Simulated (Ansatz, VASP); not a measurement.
## Mo in VASP and in Ansatz

The input POSCAR:

```
Mo
1.0
    3.0874216863      0.0000000000      0.0000000000
    0.0000000000      3.0874216863      0.0000000000
    0.0000000000      0.0000000000      3.0874216863
Mo
2
Direct
    0.0000000000      0.0000000000      0.0000000000
    0.5000000000      0.5000000000      0.5000000000
```

Contents of INCAR.step1:

```
SYSTEM = Mo
ALGO     = Normal         ! electronic algorithm
EDIFF    = 1E-4           ! SCF threshold, eV
ENCUT    = 520            ! plane-wave cutoff, eV
GGA      = PE             ! functional
ISMEAR   = 0              ! smearing method
LASPH    = .TRUE.         ! aspherical terms in the spheres
LCHARG   = .FALSE.        ! write CHGCAR
LREAL    = .FALSE.        ! projectors in reciprocal space
LWAVE    = .TRUE.         ! write WAVECAR
NBANDS   = 21             ! bands
NELM     = 60             ! most SCF steps
PREC     = Accurate       ! precision mode
SIGMA    = 0.1            ! smearing width, eV
```

INCAR.step2

```
SYSTEM = Mo
ALGO     = Normal         ! electronic algorithm
EDIFF    = 1E-6           ! SCF threshold, eV
ENCUT    = 520            ! plane-wave cutoff, eV
ISIF     = 2              ! what is computed and relaxed
ISMEAR   = 0              ! smearing method
ISTART   = 1            
LASPH    = .TRUE.         ! aspherical terms in the spheres
LCHARG   = .TRUE.         ! write CHGCAR
LELF     = .TRUE.         ! ELF
LMIXTAU  = .TRUE.       
LREAL    = .FALSE.        ! projectors in reciprocal space
LVHAR    = .TRUE.       
LWAVE    = .FALSE.        ! write WAVECAR
METAGGA  = R2SCAN         ! meta-GGA
NBANDS   = 21             ! bands
NELM     = 60             ! most SCF steps
PREC     = Accurate       ! precision mode
SIGMA    = 0.1            ! smearing width, eV
```

File KPOINTS:

```
k-points
0
G
  16 16 16
  0 0 0
```

Input for Ansatz:

```yaml
crystal:
  lattice:
    - [3.0874216863, 0.0, 0.0]
    - [0.0, 3.0874216863, 0.0]
    - [0.0, 0.0, 3.0874216863]
  atoms:
    - { symbol: Mo, position: [0.0, 0.0, 0.0] }
    - { symbol: Mo, position: [0.5, 0.5, 0.5] }
basis:
  ecutwfc: 500
kpoints:
  mp_grid: { grid: [16, 16, 16] }
hamiltonian:
  xc: r2scan
scf:
  occupations: { method: gaussian, width: 0.1 }
output:
  forces: true
  stress: true
  eigenvalues: true
```

Change from the starting cell: equal strain along all axes, cell held, atoms relaxed: -2.0 %.

Alike in both runs: task single point; functional r2SCAN; k mesh 16 × 16 × 16; occupations gaussian, width 0.1 eV; no spin polarisation.

|  | VASP | Ansatz |
| --- | --- | --- |
| version | VASP 6.6.1 | Ansatz 0.2.0 |
| potentials or method | VASP PAW PBE potentials, release 64 (Mo_sv), cutoff 520 eV | scalar-relativistic, plane waves, PAW |
| valence electrons in the cell | 28 | 28 |

|  | VASP | Ansatz | Ansatz less VASP |
| --- | --- | --- | --- |
| gap on the k mesh at the Fermi level (eV) | none | none | - |
| pressure (GPa) | 20.2 | 18.7 | -1.52 |

VASP's potentials were made for PBE, not for r2SCAN. A gap of «none» marks a metal or a gap that the smearing closes. The functional is the same, so the differences come from potentials, cutoffs and numerics.
